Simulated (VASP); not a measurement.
A run of VASP 6.6.1 is set up as follows.

Contents of INCAR:

```
SYSTEM = AgI
PREC     = Accurate       ! precision mode
ENCUT    = 500            ! plane-wave cutoff, eV
EDIFF    = 1E-6           ! SCF threshold, eV
ISMEAR   = 0              ! smearing method
SIGMA    = 0.01           ! smearing width, eV
LREAL    = .False.        ! projectors in reciprocal space
LASPH    = .True.         ! aspherical terms in the spheres
NELM     = 120            ! most SCF steps
ALGO     = Normal         ! electronic algorithm
ISIF     = 2              ! what is computed and relaxed
LWAVE    = .False.        ! write WAVECAR
LCHARG   = .False.        ! write CHGCAR
GGA      = CA             ! functional
NBANDS   = 26             ! bands
GGA_COMPAT= .False.
```

The input KPOINTS:

```
Automatic mesh
0
Gamma
  6 6 4
  0 0 0
```

The input POSCAR:

```
AgI
1.0
    4.3952898976      0.0000000000      0.0000000000
   -2.1976449488      3.8064327083      0.0000000000
    0.0000000000      0.0000000000      7.5176356011
Ag I
2 2
Direct
    0.6666666667      0.3333333333      0.6337634445
    0.3333333333      0.6666666667      0.1337634445
    0.6666666667      0.3333333333     -0.0037634445
    0.3333333333      0.6666666667      0.4962365555
```

Potentials or basis: VASP PAW LDA potentials, release 64 (Ag, I).

Launch:

```console
$ cat potpaw_LDA.64/Ag/POTCAR potpaw_LDA.64/I/POTCAR > POTCAR
$ mpirun -np 1 vasp_std > vasp.out
```

(1) Predict the pressure.

(2) Estimate the band gap on the k mesh.

Answers

(1) 0.6 GPa.

(2) 1.08 eV.

Caveat: the cell differs from its parent crystal (in-plane strain -0.02, then relaxed in part); spin-orbit coupling is left out, which moves the levels of the heavy elements.
